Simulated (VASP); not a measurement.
# Mn in VASP: single point with LDA

Aim: the single point of Mn with LDA.

All numbers are computed with VASP 6.6.1; they aren't measurements. Logs are shortened: lines on timing, memory, paths and dates and some standing lists are left out, and cuts for length are marked.

### Step 1. The cell of the first run

The cell holds a single atom in a box, 1 atom: a = 14.000 Å, b = 14.400 Å, c = 14.800 Å, α = 90.00°, β = 90.00°, γ = 90.00°.

### Step 2. Single point, LDA, collinear spin, ferromagnetic start

Contents of INCAR:

```
SYSTEM = Mn
PREC = Accurate ; ENCUT = 510
EDIFF = 1E-6 ; ISMEAR = -1
SIGMA = 0.01 ; LREAL = .FALSE.
LASPH = .TRUE. ; NELM = 200
ALGO = Normal ; ISIF = 2
LWAVE = .FALSE. ; LCHARG = .TRUE.
ISPIN = 2 ; MAGMOM = 5
LORBIT = 11 ; LMAXMIX = 4
LELF = .TRUE. ; LVHAR = .TRUE.
NBANDS = 18 ; ISYM = 0
GGA_COMPAT = .FALSE.
```

Contents of KPOINTS:

```
Automatic mesh
0
G
  1 1 1
  0 0 0
```

Contents of POSCAR:

```
Mn
1.0
   14.0000000000      0.0000000000      0.0000000000
    0.0000000000     14.4000000000      0.0000000000
    0.0000000000      0.0000000000     14.8000000000
Mn
1
Direct
    0.5000000000      0.5000000000      0.5000000000
```

Potentials or basis: VASP PAW LDA potentials, release 64 (Mn_sv).

On the command line:

```
$ cat potpaw_LDA.64/Mn_sv/POTCAR > POTCAR
$ mpirun -np 1 vasp_gam > vasp.out
```

OUTCAR:

```text
SYSTEM = Mn
   PREC = Accurate
   ENCUT = 510
   EDIFF = 1E-6
   ISMEAR = -1
   LREAL = .FALSE.
   LASPH = .TRUE.
   NELM = 200
   ISIF = 2
   ISPIN = 2
   LORBIT = 11
   ISYM = 0

 ion  position               nearest neighbor table
   1  0.500  0.500  0.500-

IMPORTANT INFORMATION: All symmetrisations will be switched off!
NOSYMM: (Re-)initialisation of all symmetry stuff for point group C_1.

----------------------------------------------------------------------------------------

                                     Primitive cell

  volume of cell :    2983.6800

  direct lattice vectors                    reciprocal lattice vectors
    14.000000000  0.000000000  0.000000000     0.071428571  0.000000000  0.000000000
     0.000000000 14.400000000  0.000000000     0.000000000  0.069444444  0.000000000
     0.000000000  0.000000000 14.800000000     0.000000000  0.000000000  0.067567568

  length of vectors
    14.000000000 14.400000000 14.800000000     0.071428571  0.069444444  0.067567568

  position of ions in fractional coordinates (direct lattice)
     0.500000000  0.500000000  0.500000000

  ion indices of the primitive-cell ions
   primitive index   ion index
                 1           1

----------------------------------------------------------------------------------------

 KPOINTS: Automatic mesh

Automatic generation of k-mesh.
 Grid dimensions read from file:
 generate k-points for:    1    1    1

 Generating k-lattice:

  Cartesian coordinates                     Fractional coordinates (reciprocal lattice)
     0.071428571  0.000000000  0.000000000     1.000000000  0.000000000  0.000000000
     0.000000000  0.069444444  0.000000000     0.000000000  1.000000000  0.000000000
     0.000000000  0.000000000  0.067567568     0.000000000  0.000000000  1.000000000

  Length of vectors
     0.071428571  0.069444444  0.067567568

  Shift w.r.t. Gamma in fractional coordinates (k-lattice)
     0.000000000  0.000000000  0.000000000

 Subroutine IBZKPT returns following result:
 ===========================================

 Found      1 irreducible k-points:

 Following reciprocal coordinates:
            Coordinates               Weight
  0.000000  0.000000  0.000000      1.000000
   k-points           NKPTS =      1   k-points in BZ     NKDIM =      1   number of bands    NBANDS=     18
   number of dos      NEDOS =    301   number of ions     NIONS =      1
   total plane-waves  NPLWV = ******
   dimension x,y,z NGX =   108 NGY =  108 NGZ =  112
   dimension x,y,z NGXF=   216 NGYF=  216 NGZF=  224
   ions per type =               1
   NGX,Y,Z   is equivalent  to a cutoff of  12.82, 12.47, 12.58 a.u.
   NGXF,Y,Z  is equivalent  to a cutoff of  25.65, 24.94, 25.16 a.u.
 SYSTEM =  Mn
   PREC   = accura    normal or accurate (medium, high low for compatibility)
   ISTART =      0    job   : 0-new  1-cont  2-samecut
   ICHARG =      2    charge: 1-file 2-atom 10-const
   ISPIN  =      2    spin polarized calculation?
   LNONCOLLINEAR =      F non collinear calculations
   LSORBIT =      F    spin-orbit coupling
   LASPH  =      T    aspherical Exc in radial PAW
   ENCUT  =  510.0 eV  37.48 Ry    6.12 a.u.  25.78 26.52 27.25*2*pi/ulx,y,z
   NELM   =    200;   NELMIN=  2; NELMDL= -5     # of ELM steps
   EDIFF  = 0.1E-05   stopping-criterion for ELM
   LREAL  =      F    real-space projection
   EDIFFG = 0.1E-04   stopping-criterion for IOM
   NSW    =      0    number of steps for IOM
   IBRION =     -1    ionic relax: 0-MD 1-quasi-New 2-CG
   NFREE  =      0    steps in history (QN), initial steepest desc. (CG)
   ISIF   =      2    stress and relaxation
   ISYM   =      0    0-nonsym 1-usesym 2-fastsym
   POTIM  = 0.5000    time-step for ionic-motion
   TEBEG  =    0.0;   TEEND  =   0.0 temperature during run
   PSTRESS=    0.0 pullay stress
   NELECT =      15.0000    total number of electrons
   NUPDOWN=      -1.0000    fix difference up-down
   EMIN   =  10.00;   EMAX   =-10.00  energy-range for DOS
   EFERMI =   0.00;   METHOD = LEGACY
   ISMEAR =    -1;   SIGMA  =   0.01  broadening in eV -4-tet -1-fermi 0-gaus
   EFERMI_NEDOS =   21; number of points for ismear=-14 and -15
   IALGO  =     38    algorithm
   IMIX   =      4    mixing-type and parameters
     AMIX     =   0.40;   BMIX     =  1.00
     AMIX_MAG =   1.60;   BMIX_MAG =  1.00
  volume/ion in A,a.u.               =    2983.68     20134.87
  Fermi-wavevector in a.u.,A,eV,Ry     =   0.280449  0.529973  1.070124  0.078652
  Thomas-Fermi vector in A             =   1.129227
   LORBIT       =     11    0 simple, 1 ext, 2 COOP (PROOUT), +10 PAW based schemes
   GGA     = CA    functional components
   LHFCALC =     F    Hartree Fock is set to
   AEXX    =    0.0000 exact exchange contribution
   IVDW    =     0    specifies the selected vdW correction
   LEPSILON=     F    determine dielectric tensor
   LRPA    =     F    only Hartree local field effects (RPA)
 spin polarized calculation
  energy-cutoff  :      510.00
  volume of cell :     2983.68
 maximum number of plane-waves:     38979
 NGX is ok and might be reduce to   108
   NGX = 51   NGY = 53   NGZ = 55

 number of electron      14.9999988 magnetization       4.9999995

 Free energy of the ion-electron system (eV)
  ---------------------------------------------------
  ext. energy  EPLUGINS =         0.00000000
  ---------------------------------------------------
  free energy    TOTEN  =        -4.62678089 eV

  energy without entropy =       -4.62678089  energy(sigma->0) =       -4.62678089

 E-fermi :  -4.3854     XC(G=0):  -0.3868

 val. band max:       -4.5862623007   @ k =   0.0000   0.0000   0.0000
 cond. band min:      -4.1681036412   @ k =   0.0000   0.0000   0.0000
 fundamental gap:      0.4181586595
 Fermi energy:        -4.3853907808

 spin component 1

 k-point     1 :       0.0000    0.0000    0.0000
  band No.  band energies     occupation
      1     -86.5241      1.00000
      2     -55.6963      1.00000
      3     -55.6963      1.00000
      4     -55.6962      1.00000
      5      -8.1834      1.00000
      6      -8.1834      1.00000
[... 10 lines left out ...]
     17       0.6880      0.00000
     18       0.7011      0.00000
 Fermi energy:        -4.3853907808

 spin component 2

 k-point     1 :       0.0000    0.0000    0.0000
  band No.  band energies     occupation
      1     -81.7508      1.00000
      2     -51.0436      1.00000
      3     -51.0436      1.00000
      4     -51.0436      1.00000
      5      -4.5863      1.00000
      6      -4.1681      0.00000
[... 10 lines left out ...]
     17       0.7358      0.00000
     18       0.7433      0.00000

------------------------ aborting loop because EDIFF is reached ----------------------------------------

  FORCE on cell =-STRESS in cart. coord.  units (eV):
  Direction    XX          YY          ZZ          XY          YZ          ZX
  --------------------------------------------------------------------------------------
  -------------------------------------------------------------------------------------
  Total       -0.2339980     -0.2280483     -0.2300659      0.0000367     -0.0000945     -0.0000674
  in kB       -0.1256523     -0.1224574     -0.1235409      0.0000197     -0.0000508     -0.0000362
  external PRESSURE =      -0.1238835 kB  Pullay stress =       0.0000000 kB

 VOLUME and BASIS-vectors are now :
 -----------------------------------------------------------------------------
  energy-cutoff  :      510.00
  volume of cell :     2983.68
      direct lattice vectors                 reciprocal lattice vectors
    14.000000000  0.000000000  0.000000000     0.071428571  0.000000000  0.000000000
     0.000000000 14.400000000  0.000000000     0.000000000  0.069444444  0.000000000
     0.000000000  0.000000000 14.800000000     0.000000000  0.000000000  0.067567568

 POSITION                                       TOTAL-FORCE (eV/Angst)
 -----------------------------------------------------------------------------------
      7.00000      7.20000      7.40000        -0.000104     -0.000060      0.000246
 -----------------------------------------------------------------------------------
    total drift:                               -0.000104     -0.000060      0.000246

  FREE ENERGIE OF THE ION-ELECTRON SYSTEM (eV)
  ---------------------------------------------------
  free  energy   TOTEN  =        -4.6267808863 eV

  energy  without entropy=       -4.6267808855  energy(sigma->0) =       -4.62678089

 total charge

# of ion       s       p       d       tot
------------------------------------------
    1        2.348   5.926   4.421  12.696

 magnetization (x)

# of ion       s       p       d       tot
------------------------------------------
    1        0.044   0.003   4.421   4.468
```

OSZICAR:

```text
N       E                     dE             d eps       ncg     rms          rms(c)
DAV:   1     0.114182520084E+03    0.11418E+03   -0.45466E+03   106   0.742E+02
DAV:   2     0.287949603339E+02   -0.85388E+02   -0.81163E+02    88   0.277E+02
[... 16 lines left out ...]
DAV:  19    -0.462675645362E+01   -0.12824E-04   -0.13233E-06    80   0.328E-03    0.295E-03
DAV:  20    -0.462676178827E+01   -0.53346E-05   -0.15899E-07    64   0.283E-03    0.165E-03
DAV:  21    -0.462677335490E+01   -0.11567E-04   -0.98861E-07    72   0.294E-03    0.124E-03
DAV:  22    -0.462677872139E+01   -0.53665E-05   -0.46959E-07    70   0.216E-03    0.132E-03
DAV:  23    -0.462678031115E+01   -0.15898E-05   -0.20215E-07    60   0.185E-03    0.857E-04
DAV:  24    -0.462678088631E+01   -0.57515E-06   -0.91070E-08    62   0.181E-03
   1 F= -.46267809E+01 E0= -.46267809E+01  d E =-.813184E-09  mag=     5.0000
```

stdout:

```text
POSCAR found type information on POSCAR Mn
 POSCAR found :  1 types and       1 ions
 scaLAPACK will be used
 LDA part: xc-table for (Slater(with rela. corr.)+CA(PZ))
 , standard interpolation
 POSCAR, INCAR and KPOINTS ok, starting setup
 FFT: planning ... GRIDC
 FFT: planning ... GRID_SOFT
 FFT: planning ... GRID
 WAVECAR not read
 entering main loop
```

It took 11 min on 1 thread of Intel Xeon Platinum 8375C at 2.90GHz (Ice Lake), shared host; peak memory 1.5 GiB.

Results:

```
Free energy                                           : -4.6268 eV
Pressure                                              : 0.0 GPa
Band gap on the k mesh                                : 0.42 eV
Net moment                                            : 5.00 μB per cell
Site moments                                          : Mn +4.47 μB
Valence electrons inside the program's atomic spheres : Mn 12.70
```
